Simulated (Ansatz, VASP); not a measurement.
# Pt in VASP and in Ansatz

Contents of INCAR:

```
SYSTEM = Pt
ALGO = Fast ; EDIFF = 1E-7
ENCUT = 520 ; GGA = PS
ISIF = 2 ; ISMEAR = 0
LASPH = .TRUE. ; LCHARG = .FALSE.
LREAL = Auto ; LWAVE = .FALSE.
NBANDS = 154 ; NELM = 80
PREC = Accurate ; SIGMA = 0.1
```

Contents of KPOINTS:

```
k-points
0
G
  4 4 4
  0 0 0
```

POSCAR

```
Pt
1.0
    0.0000000000      5.8769744843     -5.8769744843
    5.8769744843      5.8769744843      0.0000000000
    5.8769744843      0.0000000000     -5.8769744843
Pt
27
Direct
    0.6666666667      0.0000000000      0.6666666667
    0.6666666667      0.3333333333      0.6666666667
    0.6666666667      0.6666666667      0.6666666667
    0.3333333333      1.0000000000      0.6666666667
    0.3333333333      0.3333333333      0.6666666667
    0.3333333333      0.6666666667      0.6666666667
    0.0000000000      0.0000000000      0.6666666667
    0.0000000000      0.3333333333      0.6666666667
    0.0000000000      0.6666666667      0.6666666667
    0.6666666667      1.0000000000      0.3333333333
    0.6666666667      0.3333333333      0.3333333333
    0.6666666667      0.6666666667      0.3333333333
    0.3333333333      0.0000000000      0.3333333333
    0.3333333333      0.3333333333      0.3333333333
    0.3333333333      0.6666666667      0.3333333333
    0.0000000000      0.0000000000      0.3333333333
    0.0000000000      0.3333333333      0.3333333333
    0.0000000000      0.6666666667      0.3333333333
    0.6666666667      0.0000000000      0.0000000000
    0.6666666667      0.3333333333      0.0000000000
    0.6666666667      0.6666666667      0.0000000000
    0.3333333333      0.0000000000      0.0000000000
    0.3333333333      0.3333333333      0.0000000000
    0.3333333333      0.6666666667      0.0000000000
    0.0000000000      0.0000000000      0.0000000000
    0.0000000000      0.3333333333      0.0000000000
    0.0000000000      0.6666666667      0.0000000000
```

Input for Ansatz:

```yaml
crystal:
  lattice:
    - [0.0, 5.8769744843, -5.8769744843]
    - [5.8769744843, 5.8769744843, 0.0]
    - [5.8769744843, 0.0, -5.8769744843]
  atoms:
    - { symbol: Pt, position: [0.6666666667, 0.0, 0.6666666667] }
    - { symbol: Pt, position: [0.6666666667, 0.3333333333, 0.6666666667] }
    - { symbol: Pt, position: [0.6666666667, 0.6666666667, 0.6666666667] }
    - { symbol: Pt, position: [0.3333333333, 1.0, 0.6666666667] }
    - { symbol: Pt, position: [0.3333333333, 0.3333333333, 0.6666666667] }
    - { symbol: Pt, position: [0.3333333333, 0.6666666667, 0.6666666667] }
    - { symbol: Pt, position: [0.0, 0.0, 0.6666666667] }
    - { symbol: Pt, position: [0.0, 0.3333333333, 0.6666666667] }
    - { symbol: Pt, position: [0.0, 0.6666666667, 0.6666666667] }
    - { symbol: Pt, position: [0.6666666667, 1.0, 0.3333333333] }
    - { symbol: Pt, position: [0.6666666667, 0.3333333333, 0.3333333333] }
    - { symbol: Pt, position: [0.6666666667, 0.6666666667, 0.3333333333] }
    - { symbol: Pt, position: [0.3333333333, 0.0, 0.3333333333] }
    - { symbol: Pt, position: [0.3333333333, 0.3333333333, 0.3333333333] }
    - { symbol: Pt, position: [0.3333333333, 0.6666666667, 0.3333333333] }
    - { symbol: Pt, position: [0.0, 0.0, 0.3333333333] }
    - { symbol: Pt, position: [0.0, 0.3333333333, 0.3333333333] }
    - { symbol: Pt, position: [0.0, 0.6666666667, 0.3333333333] }
    - { symbol: Pt, position: [0.6666666667, 0.0, 0.0] }
    - { symbol: Pt, position: [0.6666666667, 0.3333333333, 0.0] }
    - { symbol: Pt, position: [0.6666666667, 0.6666666667, 0.0] }
    - { symbol: Pt, position: [0.3333333333, 0.0, 0.0] }
    - { symbol: Pt, position: [0.3333333333, 0.3333333333, 0.0] }
    - { symbol: Pt, position: [0.3333333333, 0.6666666667, 0.0] }
    - { symbol: Pt, position: [0.0, 0.0, 0.0] }
    - { symbol: Pt, position: [0.0, 0.3333333333, 0.0] }
    - { symbol: Pt, position: [0.0, 0.6666666667, 0.0] }
basis:
  ecutwfc: 420
  xc_grid: 2
kpoints:
  mp_grid: { grid: [4, 4, 4], shift: [0.0, 0.0, 0.0] }
hamiltonian:
  xc: pbesol
scf:
  occupations: { method: gaussian, width: 0.1 }
output:
  forces: true
  stress: true
  eigenvalues: true
```

Alike in both runs: task single point; functional PBEsol; k mesh 4 × 4 × 4; occupations gaussian, width 0.1 eV; no spin polarisation.

|  | VASP | Ansatz |
| --- | --- | --- |
| version | VASP 6.6.1 | Ansatz 0.2.0 |
| potentials or method | VASP PAW PBE potentials, release 64 (Pt), cutoff 520 eV | scalar-relativistic, plane waves, PAW |
| valence electrons in the cell | 270 | 486 |

```csv
,VASP,Ansatz,Ansatz less VASP
gap on the k mesh at the Fermi level (eV),none,none,-
pressure (GPa),-0.2,0.2,+0.44
```

VASP's potentials were made for PBE, not for PBEsol. A gap of «none» marks a metal or a gap that the smearing closes. VASP's potentials hold 270 valence electrons a cell and Ansatz's 486, so a difference there can come from the potentials and not from the codes.

Neither program's run includes spin-orbit coupling.
